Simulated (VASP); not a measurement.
# InSb (F-43m) in VASP: settings compared, part 3 of 3

VASP 6.6.1. Earlier steps stand in the parts before.

### Step 5. Single point, HSE06

This run uses another cell than the first one, of 35.17 Å³/atom.

POSCAR reads:

```
InSb
1.0
    0.0000000000      3.2764966262      3.2764966262
    3.2764966262      0.0000000000      3.2764966262
    3.2764966262      3.2764966262      0.0000000000
In Sb
1 1
Direct
    0.0000000000      0.0000000000      0.0000000000
    0.2500000000      0.2500000000      0.2500000000
```

INCAR.step1 reads:

```
SYSTEM = InSb
PREC = Accurate
ENCUT = 520
EDIFF = 1E-5
ISMEAR = -1
SIGMA = 0.02
LREAL = .FALSE.
LASPH = .TRUE.
NELM = 80
ALGO = Normal
ISIF = 2
LWAVE = .TRUE.
GGA = PE
NBANDS = 16
```

INCAR.step2 reads:

```
SYSTEM = InSb
PREC = Accurate
ENCUT = 520
EDIFF = 1E-7
ISMEAR = -1
SIGMA = 0.02
LREAL = .FALSE.
LASPH = .TRUE.
NELM = 80
ALGO = Normal
ISIF = 2
LWAVE = .FALSE.
LCHARG = .TRUE.
GGA = PE
LHFCALC = .TRUE.
HFSCREEN = 0.2079
PRECFOCK = Normal
LELF = .TRUE.
LVHAR = .TRUE.
ISTART = 1
NBANDS = 16
```

KPOINTS reads:

```
Automatic mesh
0
G
  4 4 4
  0 0 0
```

Potentials or basis: VASP PAW PBE potentials, release 64 (In_d, Sb).

The run is started by

```console
> cat potpaw_PBE.64/In_d/POTCAR potpaw_PBE.64/Sb/POTCAR > POTCAR
> cp INCAR.step1 INCAR
> mpirun -np 1 vasp_std > vasp.out
> cp INCAR.step2 INCAR
> mpirun -np 1 vasp_std > vasp.out
```

OUTCAR:

```text
SYSTEM = InSb
   PREC = Accurate
   ENCUT = 520
   EDIFF = 1E-7
   ISMEAR = -1
   LREAL = .FALSE.
   LASPH = .TRUE.
   NELM = 80
   ISIF = 2
   GGA = PE
   LHFCALC = .TRUE.
   HFSCREEN = 0.2079
   PRECFOCK = Normal
   ISTART = 1

 ion  position               nearest neighbor table
   1  0.000  0.000  0.000-   2 2.84   2 2.84   2 2.84   2 2.84
   2  0.250  0.250  0.250-   1 2.84   1 2.84   1 2.84   1 2.84

  LATTYP: Found a face centered cubic cell.
 ALAT       =     6.5529932524

  Lattice vectors:

 A1 = (   0.0000000000,   3.2764966262,   3.2764966262)
 A2 = (   3.2764966262,   0.0000000000,   3.2764966262)
 A3 = (   3.2764966262,   3.2764966262,   0.0000000000)

Analysis of symmetry for initial positions (statically):
=====================================================================
 Subroutine PRICEL returns:
 Original cell was already a primitive cell.

 Routine SETGRP: Setting up the symmetry group for a
 face centered cubic supercell.

 Subroutine GETGRP returns: Found 24 space group operations
 (whereof 24 operations were pure point group operations)
 out of a pool of 48 trial point group operations.

The static configuration has the point symmetry T_d .

Analysis of symmetry for dynamics (positions and initial velocities):
=====================================================================
 Subroutine PRICEL returns:
 Original cell was already a primitive cell.

 Routine SETGRP: Setting up the symmetry group for a
 face centered cubic supercell.

 Subroutine GETGRP returns: Found 24 space group operations
 (whereof 24 operations were pure point group operations)
 out of a pool of 48 trial point group operations.

The dynamic configuration has the point symmetry T_d .

 Subroutine INISYM returns: Found 24 space group operations
 (whereof 24 operations are pure point group operations),
 and found     1 'primitive' translations
[... 101 lines left out ...]
  Thomas-Fermi vector in A             =   2.173836
   LORBIT       =      0    0 simple, 1 ext, 2 COOP (PROOUT), +10 PAW based schemes
   GGA     = PE    functional components
   LHFCALC =     T    Hartree Fock is set to
   PRECFOCK=normal    Normal, Fast or Accurate (Low or Medium for compatibility)
   ENCUT4O =  -1.0   cutoff for four orbital integrals eV
   NKREDX  =     1    reduce k-point grid by
   NKREDY  =     1    reduce k-point grid by
   NKREDZ  =     1    reduce k-point grid by
   AEXX    =    0.2500 exact exchange contribution
   HFSCREEN=    0.2079 screening length (either q_TF or 0.3 A-1)
   HFSCREENC=   0.2079 screening length for correlation (either q_TF or 0.3 A-1)
   ENCUTFOCK=  -1.0 apply spherical cutoff to Coloumb kernel
   IVDW    =     0    specifies the selected vdW correction
   LEPSILON=     F    determine dielectric tensor
   LRPA    =     F    only Hartree local field effects (RPA)
 non-spin polarized calculation
  energy-cutoff  :      520.00
  volume of cell :       70.35
 maximum number of plane-waves:      1924
 NGX is ok and might be reduce to    36
  NGX = 28; NGY = 28; NGZ = 28

 number of electron      17.9999999 magnetization

 Free energy of the ion-electron system (eV)
  ---------------------------------------------------
  ext. energy  EPLUGINS =         0.00000000
  ---------------------------------------------------
  free energy    TOTEN  =        -8.33948594 eV

  energy without entropy =       -8.33948147  energy(sigma->0) =       -8.33948370

 E-fermi :   4.5487     XC(G=0):  -7.1325

 val. band max:        4.3691633113   @ k =   0.0000   0.0000   0.0000
 cond. band min:       4.7061673303   @ k =   0.0000   0.0000   0.0000
 fundamental gap:      0.3370040190
 Fermi energy:         4.5486532607

 k-point     1 :       0.0000    0.0000    0.0000
  band No.  band energies     occupation
      1     -11.9683      2.00000
      2     -11.9682      2.00000
      3     -11.9682      2.00000
      4     -11.8872      2.00000
      5     -11.8872      2.00000
      6      -7.1134      2.00000
[... 129 lines left out ...]
      3     -11.9310      2.00000
      4     -11.8950      2.00000
      5     -11.8850      2.00000
      6      -5.0043      2.00000
[... 8 lines left out ...]
     15      15.0058      0.00000
     16      15.7258      0.00000

------------------------ aborting loop because EDIFF is reached ----------------------------------------

  FORCE on cell =-STRESS in cart. coord.  units (eV):
  Direction    XX          YY          ZZ          XY          YZ          ZX
  --------------------------------------------------------------------------------------
  -------------------------------------------------------------------------------------
  Total       -0.1939101     -0.1939101     -0.1939101      0.0000000      0.0000000      0.0000000
  in kB       -4.4162326     -4.4162326     -4.4162326      0.0000000      0.0000000      0.0000000
  external PRESSURE =      -4.4162326 kB  Pullay stress =       0.0000000 kB

 VOLUME and BASIS-vectors are now :
 -----------------------------------------------------------------------------
  energy-cutoff  :      520.00
  volume of cell :       70.35
      direct lattice vectors                 reciprocal lattice vectors
     0.000000000  3.276496626  3.276496626    -0.152602019  0.152602019  0.152602019
     3.276496626  0.000000000  3.276496626     0.152602019 -0.152602019  0.152602019
     3.276496626  3.276496626  0.000000000     0.152602019  0.152602019 -0.152602019

 POSITION                                       TOTAL-FORCE (eV/Angst)
 -----------------------------------------------------------------------------------
      0.00000      0.00000      0.00000        -0.000000     -0.000000     -0.000000
      1.63825      1.63825      1.63825         0.000000      0.000000      0.000000
 -----------------------------------------------------------------------------------
    total drift:                               -0.000009     -0.000002     -0.000003

  FREE ENERGIE OF THE ION-ELECTRON SYSTEM (eV)
  ---------------------------------------------------
  free  energy   TOTEN  =        -8.3394859387 eV

  energy  without entropy=       -8.3394814650  energy(sigma->0) =       -8.33948370
```

Wall time 16 min (1 thread of AMD EPYC 7R13 (Zen 3), shared host); peak memory 0.29 GiB.

What came out:

| Property | Result |
| --- | --- |
| Free energy | -8.3395 eV |
| Pressure | -0.4 GPa |
| Band gap on the k mesh | 0.34 eV |

Levels at points of the mesh, in eV from the valence-band top:
```csv
k point,band 5,band 6,band 7,band 8,band 9,band 10,band 11,band 12,band 13,band 14
"(0.00, 0.00, 0.00)",-16.26,-11.48,0.00,0.00,0.00,0.34,3.64,3.64,3.64,6.55
"(0.50, 0.00, 0.00)",-16.25,-10.05,-5.90,-1.03,-1.03,1.11,4.51,4.51,6.90,9.10
"(0.50, 0.50, 0.00)",-16.25,-9.41,-6.23,-2.33,-2.33,1.94,1.96,9.07,9.07,9.65
```

Caveat: the PAW data sets were made with another functional, which shifts forces and pressure a little; spin-orbit coupling is left out, which moves the levels of the heavy elements.

### Step 6. The runs side by side

```csv
task,level,potentials or basis,cell,k mesh,cutoff (eV),grid for exact exchange (PRECFOCK),share of exact exchange,screening parameter,gap on the mesh (eV),pressure (GPa),relaxed volume (Å³/atom)
relaxation of cell and atoms,PBEsol,"VASP PAW PBE potentials, release 64 (In_d, Sb)","relaxed from a = 4.694 Å, angles 60.0°, 2 atoms",6 × 6 × 6,600,-,-,-,none,0.0,34.74
relaxation of cell and atoms,LDA,"VASP PAW LDA potentials, release 64 (In_d, Sb)","relaxed from a = 4.694 Å, angles 60.0°, 2 atoms",6 × 6 × 6,600,-,-,-,none,0.0,33.67
relaxation of cell and atoms,r2SCAN,"VASP PAW PBE potentials, release 64 (In_d, Sb)","relaxed from a = 4.694 Å, angles 60.0°, 2 atoms",6 × 6 × 6,600,-,-,-,0.01,0.0,35.28
single point,HSE06,"VASP PAW PBE potentials, release 64 (In_d, Sb)","a = 4.634 Å, angles 60.0°, 2 atoms",4 × 4 × 4,520,Normal,0.25,0.2079 1/Å,0.34,-0.4,-
```

Alike in all rows: no spin polarisation; smearing fermi-dirac 0.02 eV.

Caveats: spin-orbit coupling is left out, which moves the levels of the heavy elements; semilocal functionals underestimate gaps, and a narrow one can read as zero (at least some runs); the PAW data sets were made with another functional, which shifts forces and pressure a little (at least some runs); the smearing spreads over this small gap (at least some runs).

Total energies depend on the potentials used, so only differences within one code and one set of settings carry meaning.

### Step 7. Against experiment

Step 5. Measured gap of InSb: 0.24 eV (quoted in “Electronic Structure and Epitaxy of CdTe Shells on InSb Nanowires”, 2021, arxiv:2111.05126). This calculation gives 0.34 eV (+0.10 eV). Spin-orbit coupling on In, Sb is left out. The value is that of HSE06, without temperature or zero-point motion.

The gap in the log of VASP goes by the Fermi energy; the results here count the filled bands.